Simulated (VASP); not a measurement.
A run of VASP 6.6.1:

Contents of INCAR:

```
SYSTEM = SiHgRh
ALGO = Fast
EDIFF = 1E-6
ENCUT = 520
GGA = PE
ISIF = 2
ISMEAR = 0
LASPH = .True.
LCHARG = .False.
LREAL = .False.
LWAVE = .False.
NBANDS = 22
NELM = 60
PREC = Accurate
SIGMA = 0.1
```

The input KPOINTS:

```
k-points
0
Gamma
  12 12 14
  0 0 0
```

POSCAR

```
SiHgRh
1.0
    4.0858429532      0.0000000000      0.0000000000
   -2.0429214766      3.5384437934      0.0000000000
    0.0000000000      0.0000000000      3.5712145216
Si Hg Rh
1 1 1
Direct
    0.3333333333      0.6666666667      0.5000000000
    0.6666666667      0.3333333333      0.0000000000
    0.0000000000      0.0000000000      0.5000000000
```

Potentials or basis: VASP PAW PBE potentials, release 64 (Si, Hg, Rh_pv).

The run is started by

```console
$ cat potpaw_PBE.64/Si/POTCAR potpaw_PBE.64/Hg/POTCAR potpaw_PBE.64/Rh_pv/POTCAR > POTCAR
$ mpirun -np 1 vasp_std > vasp.out
```

Hardware: 1 thread of Intel(R) Xeon(R) Platinum 8259CL CPU @ 2.50GHz (Skylake/Cascade Lake), with other jobs on the host.

Q: Estimate the wall time of this run.

A: Wall time 2.5 min on 1 thread of Intel(R) Xeon(R) Platinum 8259CL CPU @ 2.50GHz (Skylake/Cascade Lake) (shared host), peak memory 0.31 GiB. Counts: scf iterations 14, k points 152.
